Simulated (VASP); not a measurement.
Write the native input for VASP 6.6.1 that does the following.

| Quantity | Value |
| --- | --- |
| Task | single point |
| Functional | BLYP |
| Dispersion | D4 |
| Potentials or basis | VASP PAW PBE potentials, release 64 (Te, Sn_d) |
| Cutoff | 520 eV |
| k mesh | 7 × 7 × 7 |
| Occupations | fermi-dirac, width 0.05 eV |
| Spin | no spin polarisation |
| Dipole correction | no |
| Further INCAR settings | ALGO = Normal; EDIFF = 1e-06; NBANDS = 17 |

The structure of SnTe lies in POSCAR:

```
SnTe
1.0
    0.0000000000      3.1923133075      3.1923133075
    3.1923133075      0.0000000000      3.1923133075
    3.1923133075      3.1923133075      0.0000000000
Te Sn
1 1
Direct
    0.5000000000      0.5000000000      0.5000000000
    0.0000000000      0.0000000000      0.0000000000
```

These files were run (other wordings do the same):

INCAR

```
PREC = Accurate ; ENCUT = 520
EDIFF = 1E-6 ; ISMEAR = -1
SIGMA = 0.05 ; LREAL = F
LASPH = T ; NELM = 60
ALGO = Normal ; ISIF = 2
LWAVE = F ; LCHARG = F
GGA = B5 ; ALDAX = 1.0
AGGAX = 1.0 ; AGGAC = 1.0
ALDAC = 0.0 ; IVDW = 13
VDW_S6 = 1.0 ; VDW_S8 = 2.34076671
VDW_A1 = 0.44488865 ; VDW_A2 = 4.0933009
NBANDS = 17
```

KPOINTS

```
Automatic mesh
0
Gamma
  7 7 7
```

Potentials or basis: VASP PAW PBE potentials, release 64 (Te, Sn_d).

Launch:

```bash
$ cat potpaw_PBE.64/Te/POTCAR potpaw_PBE.64/Sn_d/POTCAR > POTCAR
$ mpirun -np 1 vasp_std > vasp.out
```

Results of the run:

The pressure is 0.1 GPa and the dispersion energy per atom is -0.797 eV.

Caveat: the PAW data sets were made with another functional, which shifts forces and pressure a little.

Run time: 48 s on 1 thread of AMD EPYC 7R43 64-Core Processor (Zen 3), on a shared host, peak memory 0.17 GiB.
